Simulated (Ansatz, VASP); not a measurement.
# MnS: VASP beside Ansatz

File INCAR:

```
PREC     = Accurate       # precision mode
ENCUT    = 520            # plane-wave cutoff, eV
EDIFF    = 1E-7           # SCF threshold, eV
ISMEAR   = -1             # smearing method
SIGMA    = 0.05           # smearing width, eV
LREAL    = F              # projectors in reciprocal space
LASPH    = T              # aspherical terms in the spheres
NELM     = 150            # most SCF steps
ALGO     = Normal         # electronic algorithm
ISIF     = 2              # what is computed and relaxed
LWAVE    = F              # write WAVECAR
LCHARG   = F              # write CHGCAR
ISPIN    = 2              # spin polarisation
MAGMOM   = 4 0            # initial moments
LORBIT   = 11             # projections on sites
LMAXMIX  = 4              # l up to which the mixer works
LDAU     = T              # DFT+U
LDAUTYPE = 2            
LDAUL    = 2 -1           # shell
LDAUU    = 8 0            # U, eV
LDAUJ    = 0 0          
LDAUPRINT= 1            
GGA      = PE             # functional
NBANDS   = 20             # bands
```

File KPOINTS:

```
regular mesh
0
Gamma
  7 7 7
```

The input POSCAR:

```
MnS
1.0
    0.0000000000      2.6045000000      2.6045000000
    2.6045000000      0.0000000000      2.6045000000
    2.6045000000      2.6045000000      0.0000000000
Mn S
1 1
Direct
    0.0000000000      0.0000000000      0.0000000000
    0.5000000000      0.5000000000      0.5000000000
```

Contents of input.yaml:

```yaml
crystal:
  lattice:
    - [0.0, 2.6045, 2.6045]
    - [2.6045, 0.0, 2.6045]
    - [2.6045, 2.6045, 0.0]
  atoms:
    - { symbol: Mn, position: [0.0, 0.0, 0.0], spin: 4.0 }
    - { symbol: S, position: [0.5, 0.5, 0.5] }
kpoints:
  mp_grid: { grid: [7, 7, 7] }
scf:
  occupations: { method: fermi_dirac, width: 0.05 }
hamiltonian:
  xc: pbe
  pseudopotentials: { kind: all_electron, lapw: { basis_error: 0.001 } }
  hubbard:
    sites: [{ species: Mn, l: d, u_eff: 8 }]
    double_counting: fll
    projectors: ortho-atomic
magnetization:
  spin_polarized: true
output:
  forces: true
  stress: true
  eigenvalues: true
  dos: { projected: false, de: 0.1, e_range: [-20, 8] }
```

Alike in both runs: functional PBE; k mesh 7 × 7 × 7; occupations fermi-dirac, width 0.05 eV; collinear spin; Hubbard terms Mn d U = 8.0 eV.

|  | VASP | Ansatz |
| --- | --- | --- |
| version | VASP 6.6.1 | Ansatz 0.2.0 |
| potentials or method | VASP PAW PBE potentials, release 64 (Mn_pv, S), cutoff 520 eV | all-electron LAPW, scalar-relativistic |
| task | single point | density of states |

Ansatz gave:

```
gap on the k mesh at the Fermi level (eV)                     : 1.34
least direct gap on the mesh (eV)                             : 3.15
pressure (GPa)                                                : 8.7
net moment per atom (μB)                                      : 2.50
size of the moment on the site where the two differ most (μB) : 4.82
```

Task: Which values does VASP return?

Result: gap on the k mesh at the Fermi level (eV): 1.69; least direct gap on the mesh (eV): 3.29; pressure (GPa): 6.9; net moment per atom (μB): 2.50; size of the moment on the site where the two differ most (μB): 4.71.

Site moments also hang on the region over which each program counts them. The programs project onto different local orbitals, so the same U acts differently, and such runs can settle in different states. Ansatz ran all-electron here, and VASP with PAW potentials.

Noted on Ansatz's run: the magnetic state may not be the lowest; U is the effective U less J, on atomic orbitals that reach past the spheres.
